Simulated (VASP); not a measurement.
# Cd (P6_3/mmc) in VASP: further runs, part 2 of 2

VASP 6.6.1. Earlier steps stand in the parts before.

## Step 3: Single point, LDA

This run uses another cell than the first one, of 20.28 Å³/atom.

Input file INCAR:

```
SYSTEM = Cd
PREC     = Accurate       ! precision mode
ENCUT    = 520            ! plane-wave cutoff, eV
EDIFF    = 1E-6           ! SCF threshold, eV
ISMEAR   = -1             ! smearing method
SIGMA    = 0.3            ! smearing width, eV
LREAL    = .FALSE.        ! projectors in reciprocal space
LASPH    = .TRUE.         ! aspherical terms in the spheres
NELM     = 60             ! most SCF steps
ALGO     = Normal         ! electronic algorithm
ISIF     = 2              ! what is computed and relaxed
LWAVE    = .FALSE.        ! write WAVECAR
LCHARG   = .FALSE.        ! write CHGCAR
NBANDS   = 19             ! bands
```

Input file KPOINTS:

```
regular mesh
0
G
  13 13 6
  0 0 0
```

Input file POSCAR:

```
Cd
1.0
    2.8818641727      0.0000000000      0.0000000000
   -1.4409320863      2.4957675838      0.0000000000
    0.0000000000      0.0000000000      5.6383707528
Cd
2
Direct
    0.3333333333      0.6666666667      0.2500000000
    0.6666666667      0.3333333333      0.7500000000
```

Potentials or basis: VASP PAW LDA potentials, release 64 (Cd).

The run is started by

```sh
> cat potpaw_LDA.64/Cd/POTCAR > POTCAR
> mpirun -np 1 vasp_std > vasp.out
```

OUTCAR:

```text
SYSTEM = Cd
   PREC = Accurate
   ENCUT = 520
   EDIFF = 1E-6
   ISMEAR = -1
   LREAL = .FALSE.
   LASPH = .TRUE.
   NELM = 60
   ISIF = 2

 ion  position               nearest neighbor table
   1  0.333  0.667  0.250-   2 3.27   2 3.27   2 3.27   2 3.27   2 3.27   2 3.27
   2  0.667  0.333  0.750-   1 3.27   1 3.27   1 3.27   1 3.27   1 3.27   1 3.27

  LATTYP: Found a hexagonal cell.
 ALAT       =     2.8818641727
 C/A-ratio  =     1.9565012141

  Lattice vectors:

 A1 = (   2.8818641727,   0.0000000000,   0.0000000000)
 A2 = (  -1.4409320863,   2.4957675838,   0.0000000000)
 A3 = (   0.0000000000,   0.0000000000,   5.6383707528)

Analysis of symmetry for initial positions (statically):
=====================================================================
 Subroutine PRICEL returns:
 Original cell was already a primitive cell.

 Routine SETGRP: Setting up the symmetry group for a
 hexagonal supercell.

 Subroutine GETGRP returns: Found 24 space group operations
 (whereof 12 operations were pure point group operations)
 out of a pool of 24 trial point group operations.

The static configuration has the point symmetry D_3d.
 The point group associated with its full space group is D_6h.

Analysis of symmetry for dynamics (positions and initial velocities):
=====================================================================
 Subroutine PRICEL returns:
 Original cell was already a primitive cell.

 Routine SETGRP: Setting up the symmetry group for a
 hexagonal supercell.

 Subroutine GETGRP returns: Found 24 space group operations
 (whereof 12 operations were pure point group operations)
 out of a pool of 24 trial point group operations.

The dynamic configuration has the point symmetry D_3d.
 The point group associated with its full space group is D_6h.

 Subroutine INISYM returns: Found 24 space group operations
 (whereof 12 operations are pure point group operations),
 and found     1 'primitive' translations

[... 110 lines left out ...]
   EFERMI_NEDOS =   21; number of points for ismear=-14 and -15
   IALGO  =     38    algorithm
   IMIX   =      4    mixing-type and parameters
     AMIX     =   0.40;   BMIX     =  1.00
     AMIX_MAG =   1.60;   BMIX_MAG =  1.00
  volume/ion in A,a.u.               =      20.28       136.84
  Fermi-wavevector in a.u.,A,eV,Ry     =   1.374469  2.597369 25.703635  1.889164
  Thomas-Fermi vector in A             =   2.499892
   LORBIT       =      0    0 simple, 1 ext, 2 COOP (PROOUT), +10 PAW based schemes
   GGA     = CA    functional components
   LHFCALC =     F    Hartree Fock is set to
   AEXX    =    0.0000 exact exchange contribution
   IVDW    =     0    specifies the selected vdW correction
   LEPSILON=     F    determine dielectric tensor
   LRPA    =     F    only Hartree local field effects (RPA)
 non-spin polarized calculation
  energy-cutoff  :      520.00
  volume of cell :       40.55
 maximum number of plane-waves:      1136
 NGX is ok and might be reduce to    24
   NGX = 11   NGY = 11   NGZ = 21

 number of electron      23.9999994 magnetization

 Free energy of the ion-electron system (eV)
  ---------------------------------------------------
  ext. energy  EPLUGINS =         0.00000000
  ---------------------------------------------------
  free energy    TOTEN  =        -3.10876631 eV

  energy without entropy =       -2.95300563  energy(sigma->0) =       -3.03088597

 E-fermi :   3.1686     XC(G=0): -11.6943

 val. band max:        3.1593046256   @ k =   0.3846   0.0769   0.0000
 cond. band min:       3.1996701304   @ k =   0.3846   0.2308   0.5000
 fundamental gap:      0.0403655047
 Fermi energy:         3.1685967561

 k-point     1 :       0.0000    0.0000    0.0000
  band No.  band energies     occupation
      1      -7.0172      2.00000
      2      -6.7902      2.00000
      3      -6.2149      2.00000
      4      -6.2149      2.00000
      5      -6.1654      2.00000
      6      -6.1654      2.00000
[... 505 lines left out ...]
      6      -5.9241      2.00000
[... 11 lines left out ...]
     18      18.0279      0.00000
     19      19.3940      0.00000

 [... further k-points ...]

------------------------ aborting loop because EDIFF is reached ----------------------------------------

  FORCE on cell =-STRESS in cart. coord.  units (eV):
  Direction    XX          YY          ZZ          XY          YZ          ZX
  --------------------------------------------------------------------------------------
  -------------------------------------------------------------------------------------
  Total        0.5265598      0.5265598     -0.1689653      0.0000000      0.0000000      0.0000000
  in kB       20.8030499     20.8030499     -6.6753927      0.0000000      0.0000000      0.0000000
  external PRESSURE =      11.6435690 kB  Pullay stress =       0.0000000 kB

 VOLUME and BASIS-vectors are now :
 -----------------------------------------------------------------------------
  energy-cutoff  :      520.00
  volume of cell :       40.55
      direct lattice vectors                 reciprocal lattice vectors
     2.881864173  0.000000000  0.000000000     0.346997617  0.200339167  0.000000000
    -1.440932086  2.495767584  0.000000000     0.000000000  0.400678335  0.000000000
     0.000000000  0.000000000  5.638370753     0.000000000  0.000000000  0.177356198

 POSITION                                       TOTAL-FORCE (eV/Angst)
 -----------------------------------------------------------------------------------
     -0.00000      1.66385      1.40959         0.000000      0.000000      0.000000
      1.44093      0.83192      4.22878        -0.000000     -0.000000      0.000000
 -----------------------------------------------------------------------------------
    total drift:                               -0.000000      0.000000      0.000000

  FREE ENERGIE OF THE ION-ELECTRON SYSTEM (eV)
  ---------------------------------------------------
  free  energy   TOTEN  =        -3.1087663123 eV

  energy  without entropy=       -2.9530056284  energy(sigma->0) =       -3.03088597
```

OSZICAR:

```text
N       E                     dE             d eps       ncg     rms          rms(c)
DAV:   1     0.182106104552E+03    0.18211E+03   -0.13286E+04  3200   0.129E+03
DAV:   2     0.857360849336E+00   -0.18125E+03   -0.17412E+03  3273   0.341E+02
DAV:   3    -0.327480905671E+01   -0.41322E+01   -0.41233E+01  3682   0.594E+01
DAV:   4    -0.328300724554E+01   -0.81982E-02   -0.81976E-02  3516   0.247E+00
DAV:   5    -0.328303284066E+01   -0.25595E-04   -0.25595E-04  3562   0.137E-01    0.557E+00
DAV:   6    -0.312878297757E+01    0.15425E+00   -0.31822E-01  3522   0.716E+00    0.423E+00
DAV:   7    -0.311113942360E+01    0.17644E-01   -0.32339E-02  3571   0.166E+00    0.181E+00
DAV:   8    -0.310875041135E+01    0.23890E-02   -0.43834E-03  3356   0.855E-01    0.955E-02
DAV:   9    -0.310875939752E+01   -0.89862E-05   -0.20214E-05  3616   0.496E-02    0.382E-02
DAV:  10    -0.310876633326E+01   -0.69357E-05   -0.58892E-06  3487   0.266E-02    0.316E-03
DAV:  11    -0.310876631234E+01    0.20916E-07   -0.91615E-08  1755   0.303E-03
   1 F= -.31087663E+01 E0= -.30308860E+01  d E =-.155761E+00
```

Wall time 54 s (1 thread of Intel Xeon 8259CL, shared host); peak memory 0.18 GiB.

Results:

```yaml
Free_energy: -3.1088 eV
Pressure: 1.2 GPa
Band_gap_on_the_k_mesh: zero (bands 12 and 13 overlap by 4.69 eV)
```

Stress tensor (GPa, compression positive):
```
 2.08  0.00  0.00
 0.00  2.08  0.00
 0.00  0.00 -0.67
```

Levels at points of the mesh, in eV from the Fermi level:
| k point | band 10 | band 11 | band 12 | band 13 | band 14 | band 15 |
| --- | --- | --- | --- | --- | --- | --- |
| (0.00, 0.00, 0.00) | -8.45 | -8.45 | -3.42 | -3.39 | 9.94 | 14.71 |
| (0.00, 0.00, 0.50) | -8.55 | -7.75 | -7.75 | 3.32 | 3.32 | 15.50 |

Caveat: so wide a smearing shifts energies and pressures.
